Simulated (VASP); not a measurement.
# Ni (Im-3m) in VASP: further runs, part 2 of 2

VASP 6.6.1.

### Step 3. Single point, PBEsol

The input, INCAR:

```
ALGO = Normal
EDIFF = 1E-6
ENCUT = 520
GGA = PS
ISIF = 2
ISMEAR = -1
LASPH = True
LCHARG = False
LREAL = False
LWAVE = False
NBANDS = 11
NELM = 60
PREC = Accurate
SIGMA = 0.05
```

The input, KPOINTS:

```
k-points
0
Gamma
  13 13 13
```

The input, POSCAR:

```
Ni
1.0
   -1.3837154700      1.3837154700      1.3837154700
    1.3837154700     -1.3837154700      1.3837154700
    1.3837154700      1.3837154700     -1.3837154700
Ni
1
Direct
    0.0000000000      0.0000000000      0.0000000000
```

Potentials or basis: VASP PAW PBE potentials, release 64 (Ni).

Started as:

```sh
$ cat potpaw_PBE.64/Ni/POTCAR > POTCAR
$ mpirun -np 1 vasp_std > vasp.out
```

OUTCAR:

```text
EDIFF = 1E-6
   ENCUT = 520
   GGA = PS
   ISIF = 2
   ISMEAR = -1
   LASPH = True
   LREAL = False
   NELM = 60
   PREC = Accurate

 ion  position               nearest neighbor table
   1  0.000  0.000  0.000-

  LATTYP: Found a body centered cubic cell.
 ALAT       =     2.7674309400

  Lattice vectors:

 A1 = (  -1.3837154700,   1.3837154700,   1.3837154700)
 A2 = (   1.3837154700,  -1.3837154700,   1.3837154700)
 A3 = (   1.3837154700,   1.3837154700,  -1.3837154700)

Analysis of symmetry for initial positions (statically):
=====================================================================
 Subroutine PRICEL returns:
 Original cell was already a primitive cell.

 Routine SETGRP: Setting up the symmetry group for a
 body centered cubic supercell.

 Subroutine GETGRP returns: Found 48 space group operations
 (whereof 48 operations were pure point group operations)
 out of a pool of 48 trial point group operations.

The static configuration has the point symmetry O_h .

Analysis of symmetry for dynamics (positions and initial velocities):
=====================================================================
 Subroutine PRICEL returns:
 Original cell was already a primitive cell.

 Routine SETGRP: Setting up the symmetry group for a
 body centered cubic supercell.

 Subroutine GETGRP returns: Found 48 space group operations
 (whereof 48 operations were pure point group operations)
 out of a pool of 48 trial point group operations.

The dynamic configuration has the point symmetry O_h .

 Subroutine INISYM returns: Found 48 space group operations
 (whereof 48 operations are pure point group operations),
 and found     1 'primitive' translations

----------------------------------------------------------------------------------------
[... 107 lines left out ...]
   EFERMI_NEDOS =   21; number of points for ismear=-14 and -15
   IALGO  =     38    algorithm
   IMIX   =      4    mixing-type and parameters
     AMIX     =   0.40;   BMIX     =  1.00
     AMIX_MAG =   1.60;   BMIX_MAG =  1.00
  volume/ion in A,a.u.               =      10.60        71.51
  Fermi-wavevector in a.u.,A,eV,Ry     =   1.605738  3.034405 35.081190  2.578395
  Thomas-Fermi vector in A             =   2.702037
   LORBIT       =      0    0 simple, 1 ext, 2 COOP (PROOUT), +10 PAW based schemes
   GGA     = PS    functional components
   LHFCALC =     F    Hartree Fock is set to
   AEXX    =    0.0000 exact exchange contribution
   IVDW    =     0    specifies the selected vdW correction
   LEPSILON=     F    determine dielectric tensor
   LRPA    =     F    only Hartree local field effects (RPA)
 non-spin polarized calculation
  energy-cutoff  :      520.00
  volume of cell :       10.60
 maximum number of plane-waves:       321
 NGX is ok and might be reduce to    18
   NGX =  9   NGY =  9   NGZ =  9

 number of electron      10.0000004 magnetization

 Free energy of the ion-electron system (eV)
  ---------------------------------------------------
  ext. energy  EPLUGINS =         0.00000000
  ---------------------------------------------------
  free energy    TOTEN  =        -6.02842130 eV

  energy without entropy =       -6.01191210  energy(sigma->0) =       -6.02016670

 E-fermi :   9.3814     XC(G=0): -13.5875

 val. band max:        9.3593407717   @ k =  -0.3846   0.3846   0.1538
 cond. band min:       9.3838238231   @ k =   0.4615   0.0000   0.0000
 fundamental gap:      0.0244830514
 Fermi energy:         9.3813743523

 k-point     1 :       0.0000    0.0000    0.0000
  band No.  band energies     occupation
      1       0.3198      2.00000
      2       7.3945      2.00000
      3       7.3945      2.00000
      4       7.3945      2.00000
      5       8.8016      1.99998
      6       8.8016      1.99998
      7      36.1058      0.00000
      8      36.1058      0.00000
      9      36.1058      0.00000
     10      41.1889      0.00000
     11      41.1889      0.00000
[... 309 lines left out ...]
 k-point    24 :       0.2308    0.0769    0.0769
  band No.  band energies     occupation
      1       4.0857      2.00000
      2       6.6393      2.00000
      3       6.9334      2.00000
      4       8.6888      2.00000
      5       8.8880      1.99990
      6       9.5194      0.11894
      7      22.8486      0.00000
      8      27.4457      0.00000
      9      28.8841      0.00000
     10      37.6575      0.00000
     11      41.3366      0.00000

 [... further k-points ...]
[... 5 lines left out ...]
  --------------------------------------------------------------------------------------
  -------------------------------------------------------------------------------------
  Total       -0.2821120     -0.2821120     -0.2821120     -0.0000000     -0.0000000      0.0000000
  in kB      -42.6512438    -42.6512438    -42.6512438     -0.0000000     -0.0000000      0.0000000
  external PRESSURE =     -42.6512438 kB  Pullay stress =       0.0000000 kB

 VOLUME and BASIS-vectors are now :
 -----------------------------------------------------------------------------
  energy-cutoff  :      520.00
  volume of cell :       10.60
      direct lattice vectors                 reciprocal lattice vectors
    -1.383715470  1.383715470  1.383715470     0.000000000  0.361345964  0.361345964
     1.383715470 -1.383715470  1.383715470     0.361345964  0.000000000  0.361345964
     1.383715470  1.383715470 -1.383715470     0.361345964  0.361345964  0.000000000

 POSITION                                       TOTAL-FORCE (eV/Angst)
 -----------------------------------------------------------------------------------
      0.00000      0.00000      0.00000        -0.000000      0.000000      0.000000
 -----------------------------------------------------------------------------------
    total drift:                                0.000000      0.000000      0.000000

  FREE ENERGIE OF THE ION-ELECTRON SYSTEM (eV)
  ---------------------------------------------------
  free  energy   TOTEN  =        -6.0284213005 eV

  energy  without entropy=       -6.0119120957  energy(sigma->0) =       -6.02016670
```

It took 17 s on 1 thread of Intel Xeon 8259CL, shared host; peak memory 0.12 GiB.

Results:

```yaml
Free_energy: -6.0284 eV
Pressure: -4.3 GPa
Band_gap_on_the_k_mesh: zero (band 5 reaches 9.72 eV, above the bottom of band 6 at 8.73 eV)
```

Levels at points of the mesh, in eV from the Fermi level:
```csv
k point,band 2,band 3,band 4,band 5,band 6,band 7,band 8,band 9
"(0.00, 0.00, 0.00)",-1.99,-1.99,-1.99,-0.58,-0.58,26.72,26.72,26.72
```

Caveat: the PAW data sets were made with another functional, which shifts forces and pressure a little; the run has no spin polarisation, though such a crystal can be magnetic.

### Step 4. Single point, PBEsol, collinear spin, ferromagnetic start

The input, INCAR:

```
SYSTEM = Ni
PREC = Accurate
ENCUT = 520
EDIFF = 1E-7
ISMEAR = -1
SIGMA = 0.05
LREAL = .False.
LASPH = .True.
NELM = 150
ALGO = Fast
ISIF = 2
LWAVE = .False.
LCHARG = .False.
ISPIN = 2
MAGMOM = 0.83
LORBIT = 11
LMAXMIX = 4
GGA = PS
NBANDS = 15
```

The input, KPOINTS:

```
regular mesh
0
Gamma
  13 13 13
  0 0 0
```

POSCAR is that of step 3.

Potentials or basis: VASP PAW PBE potentials, release 64 (Ni).

Started as:

```sh
$ cat potpaw_PBE.64/Ni/POTCAR > POTCAR
$ mpirun -np 1 vasp_std > vasp.out
```

OUTCAR:

```text
SYSTEM = Ni
   PREC = Accurate
   ENCUT = 520
   EDIFF = 1E-7
   ISMEAR = -1
   LREAL = .False.
   LASPH = .True.
   NELM = 150
   ISIF = 2
   ISPIN = 2
   LORBIT = 11
   GGA = PS

 ion  position               nearest neighbor table
   1  0.000  0.000  0.000-

  LATTYP: Found a body centered cubic cell.
 ALAT       =     2.7674309400

  Lattice vectors:

 A1 = (  -1.3837154700,   1.3837154700,   1.3837154700)
 A2 = (   1.3837154700,  -1.3837154700,   1.3837154700)
 A3 = (   1.3837154700,   1.3837154700,  -1.3837154700)

Analysis of symmetry for initial positions (statically):
=====================================================================
 Subroutine PRICEL returns:
 Original cell was already a primitive cell.

 Routine SETGRP: Setting up the symmetry group for a
 body centered cubic supercell.

 Subroutine GETGRP returns: Found 48 space group operations
 (whereof 48 operations were pure point group operations)
 out of a pool of 48 trial point group operations.

The static configuration has the point symmetry O_h .

Analysis of symmetry for dynamics (positions and initial velocities):
=====================================================================
 Subroutine PRICEL returns:
 Original cell was already a primitive cell.

 Routine SETGRP: Setting up the symmetry group for a
 body centered cubic supercell.

 Subroutine GETGRP returns: Found 48 space group operations
 (whereof 48 operations were pure point group operations)
 out of a pool of 48 trial point group operations.

The dynamic configuration has the point symmetry O_h .

Analysis of structural, dynamic, and magnetic symmetry:
=====================================================================
 Subroutine PRICEL returns:
 Original cell was already a primitive cell.

 Routine SETGRP: Setting up the symmetry group for a
 body centered cubic supercell.

 Subroutine GETGRP returns: Found 48 space group operations
 (whereof 48 operations were pure point group operations)
 out of a pool of 48 trial point group operations.

The overall configuration has the point symmetry O_h .

 Subroutine INISYM returns: Found 48 space group operations
 (whereof 48 operations are pure point group operations),
 and found     1 'primitive' translations

----------------------------------------------------------------------------------------

                                     Primitive cell

  volume of cell :      10.5974

  direct lattice vectors                    reciprocal lattice vectors
    -1.383715470  1.383715470  1.383715470     0.000000000  0.361345964  0.361345964
     1.383715470 -1.383715470  1.383715470     0.361345964  0.000000000  0.361345964
     1.383715470  1.383715470 -1.383715470     0.361345964  0.361345964  0.000000000

  length of vectors
     2.396665497  2.396665497  2.396665497     0.511020363  0.511020363  0.511020363

  position of ions in fractional coordinates (direct lattice)
     0.000000000  0.000000000  0.000000000

  ion indices of the primitive-cell ions
   primitive index   ion index
                 1           1

----------------------------------------------------------------------------------------

 KPOINTS: regular mesh

Automatic generation of k-mesh.
 Grid dimensions read from file:
 generate k-points for:   13   13   13

 Generating k-lattice:

[... 72 lines left out ...]
   NELECT =      10.0000    total number of electrons
   NUPDOWN=      -1.0000    fix difference up-down
   EMIN   =  10.00;   EMAX   =-10.00  energy-range for DOS
   EFERMI =   0.00;   METHOD = LEGACY
   ISMEAR =    -1;   SIGMA  =   0.05  broadening in eV -4-tet -1-fermi 0-gaus
   EFERMI_NEDOS =   21; number of points for ismear=-14 and -15
   IALGO  =     68    algorithm
   IMIX   =      4    mixing-type and parameters
     AMIX     =   0.40;   BMIX     =  1.00
     AMIX_MAG =   1.60;   BMIX_MAG =  1.00
  volume/ion in A,a.u.               =      10.60        71.51
  Fermi-wavevector in a.u.,A,eV,Ry     =   1.605738  3.034405 35.081190  2.578395
  Thomas-Fermi vector in A             =   2.702037
   LORBIT       =     11    0 simple, 1 ext, 2 COOP (PROOUT), +10 PAW based schemes
   GGA     = PS    functional components
   LHFCALC =     F    Hartree Fock is set to
   AEXX    =    0.0000 exact exchange contribution
   IVDW    =     0    specifies the selected vdW correction
   LEPSILON=     F    determine dielectric tensor
   LRPA    =     F    only Hartree local field effects (RPA)
 spin polarized calculation
 RMM-DIIS sequential band-by-band and
  energy-cutoff  :      520.00
  volume of cell :       10.60
 maximum number of plane-waves:       321
 NGX is ok and might be reduce to    18
   NGX =  9   NGY =  9   NGZ =  9

 number of electron      10.0000004 magnetization       0.5794305

 Free energy of the ion-electron system (eV)
  ---------------------------------------------------
  ext. energy  EPLUGINS =         0.00000000
  ---------------------------------------------------
  free energy    TOTEN  =        -6.03839074 eV

  energy without entropy =       -6.02316721  energy(sigma->0) =       -6.03077898

 E-fermi :   9.4193     XC(G=0): -13.5879

 val. band max:        9.4157754757   @ k =   0.4615   0.0000   0.0000
 cond. band min:       9.4216176418   @ k =  -0.3077   0.3846   0.0769
 fundamental gap:      0.0058421660
 Fermi energy:         9.4193272295

 spin component 1

 k-point     1 :       0.0000    0.0000    0.0000
  band No.  band energies     occupation
      1       0.3133      1.00000
      2       7.0644      1.00000
      3       7.0644      1.00000
      4       7.0644      1.00000
      5       8.5217      1.00000
      6       8.5217      1.00000
      7      36.1381      0.00000
      8      36.1381      0.00000
      9      36.1381      0.00000
     10      41.2001      0.00000
     11      41.2001      0.00000
     12      42.4110      0.00000
     13      42.4110      0.00000
     14      42.4110      0.00000
[... 403 lines left out ...]
      4       8.3954      1.00000
      5       8.6025      1.00000
      6       9.1876      0.99039
      7      22.7649      0.00000
      8      27.4060      0.00000
      9      28.8136      0.00000
     10      37.6536      0.00000
     11      41.2830      0.00000
     12      44.0094      0.00000
     13      46.0020      0.00000
     14      49.5628      0.00000
     15      52.5823      0.00000

 [... further k-points ...]

 spin component 2

 k-point     1 :       0.0000    0.0000    0.0000
  band No.  band energies     occupation
      1       0.3291      1.00000
      2       7.7303      1.00000
      3       7.7303      1.00000
      4       7.7303      1.00000
      5       9.0583      0.99927
      6       9.0583      0.99927
      7      36.0768      0.00000
      8      36.0768      0.00000
      9      36.0768      0.00000
     10      41.1727      0.00000
     11      41.1727      0.00000
     12      42.6046      0.00000
     13      42.6046      0.00000
     14      42.6046      0.00000
[... 403 lines left out ...]
      4       8.9664      0.99988
      5       9.1513      0.99532
      6       9.8609      0.00015
      7      22.9365      0.00000
      8      27.4882      0.00000
      9      28.9586      0.00000
     10      37.6656      0.00000
     11      41.3909      0.00000
     12      44.0479      0.00000
     13      46.0628      0.00000
     14      49.6475      0.00000
     15      52.6934      0.00000

 [... further k-points ...]

------------------------ aborting loop because EDIFF is reached ----------------------------------------

  FORCE on cell =-STRESS in cart. coord.  units (eV):
  Direction    XX          YY          ZZ          XY          YZ          ZX
  --------------------------------------------------------------------------------------
  -------------------------------------------------------------------------------------
  Total       -0.1650358     -0.1650358     -0.1650358      0.0000000     -0.0000000      0.0000000
  in kB      -24.9510302    -24.9510302    -24.9510302      0.0000000     -0.0000000      0.0000000
  external PRESSURE =     -24.9510302 kB  Pullay stress =       0.0000000 kB

 VOLUME and BASIS-vectors are now :
 -----------------------------------------------------------------------------
  energy-cutoff  :      520.00
  volume of cell :       10.60
      direct lattice vectors                 reciprocal lattice vectors
    -1.383715470  1.383715470  1.383715470     0.000000000  0.361345964  0.361345964
     1.383715470 -1.383715470  1.383715470     0.361345964  0.000000000  0.361345964
     1.383715470  1.383715470 -1.383715470     0.361345964  0.361345964  0.000000000

 POSITION                                       TOTAL-FORCE (eV/Angst)
 -----------------------------------------------------------------------------------
      0.00000      0.00000      0.00000         0.000000      0.000000      0.000000
 -----------------------------------------------------------------------------------
    total drift:                                0.000000      0.000000      0.000000

  FREE ENERGIE OF THE ION-ELECTRON SYSTEM (eV)
  ---------------------------------------------------
  free  energy   TOTEN  =        -6.0383907440 eV

  energy  without entropy=       -6.0231672107  energy(sigma->0) =       -6.03077898

 total charge

# of ion       s       p       d       tot
------------------------------------------
    1        0.506   0.519   8.340   9.365

 magnetization (x)

# of ion       s       p       d       tot
------------------------------------------
    1       -0.003  -0.014   0.600   0.583
```

OSZICAR:

```text
N       E                     dE             d eps       ncg     rms          rms(c)
DAV:   1     0.338326391304E+02    0.33833E+02   -0.41902E+03  5261   0.874E+02
DAV:   2    -0.566930160340E+01   -0.39502E+02   -0.36780E+02  5761   0.166E+02
DAV:   3    -0.717458716287E+01   -0.15053E+01   -0.14803E+01  6153   0.312E+01
DAV:   4    -0.718352864006E+01   -0.89415E-02   -0.89398E-02  6111   0.232E+00
DAV:   5    -0.718362919681E+01   -0.10056E-03   -0.10056E-03  6375   0.219E-01    0.106E+01
RMM:   6    -0.636370538528E+01    0.81992E+00   -0.17581E+00  6764   0.139E+01    0.606E+00
RMM:   7    -0.606513592148E+01    0.29857E+00   -0.19745E-01  6657   0.458E+00    0.216E+00
RMM:   8    -0.604124911299E+01    0.23887E-01   -0.38675E-03  7614   0.387E-01    0.948E-01
RMM:   9    -0.603901512787E+01    0.22340E-02   -0.55353E-04  7399   0.206E-01    0.246E-01
RMM:  10    -0.603840209906E+01    0.61303E-03   -0.27375E-04  7122   0.176E-01    0.404E-02
RMM:  11    -0.603838918031E+01    0.12919E-04   -0.51220E-05  7551   0.487E-02    0.183E-02
RMM:  12    -0.603839053358E+01   -0.13533E-05   -0.10002E-05  7483   0.233E-02    0.637E-03
RMM:  13    -0.603839070288E+01   -0.16930E-06   -0.16252E-06  7542   0.790E-03    0.344E-03
RMM:  14    -0.603839074404E+01   -0.41161E-07   -0.22956E-07  5798   0.290E-03
   1 F= -.60383907E+01 E0= -.60307790E+01  d E =-.152235E-01  mag=     0.5794
```

Wall time 63 s (1 thread of Intel Xeon 8259CL, shared host); peak memory 0.14 GiB.

What came out:

| Item | Value |
| --- | --- |
| Free energy | -6.0384 eV |
| Pressure | -2.5 GPa |
| Net moment | 0.58 μB per cell |
| Site moments | Ni +0.58 μB |
| Valence electrons inside the program's atomic spheres | Ni 9.37 |

Levels at points of the mesh, in eV from the Fermi level:
Spin up:
```
           k point  band 2  band 3  band 4  band 5  band 6  band 7  band 8  band 9
(0.00, 0.00, 0.00)   -2.35   -2.35   -2.35   -0.90   -0.90   26.72   26.72   26.72
```
Spin down:
```csv
k point,band 2,band 3,band 4,band 5,band 6,band 7,band 8,band 9
"(0.00, 0.00, 0.00)",-1.69,-1.69,-1.69,-0.36,-0.36,26.66,26.66,26.66
```

Caveat: the PAW data sets were made with another functional, which shifts forces and pressure a little.

### Step 5. Overview

| level | spin | k mesh | gap on the mesh (eV) | pressure (GPa) | moment (μB) |
| --- | --- | --- | --- | --- | --- |
| r2SCAN | collinear, ferromagnetic start | 8 × 8 × 8 | none | 0.2 | 0.59 |
| PBEsol | off | 13 × 13 × 13 | none | -4.3 | - |
| PBEsol | collinear, ferromagnetic start | 13 × 13 × 13 | none | -2.5 | 0.58 |

Alike in all rows: task single point; potentials or basis VASP PAW PBE potentials, release 64 (Ni); cell as given; cutoff (eV) 520; smearing fermi-dirac 0.05 eV.

Caveats: some runs use coarse meshes; the PAW data sets were made with another functional, which shifts forces and pressure a little.

Total energies depend on the potentials used, so only differences within one code and one set of settings carry meaning.
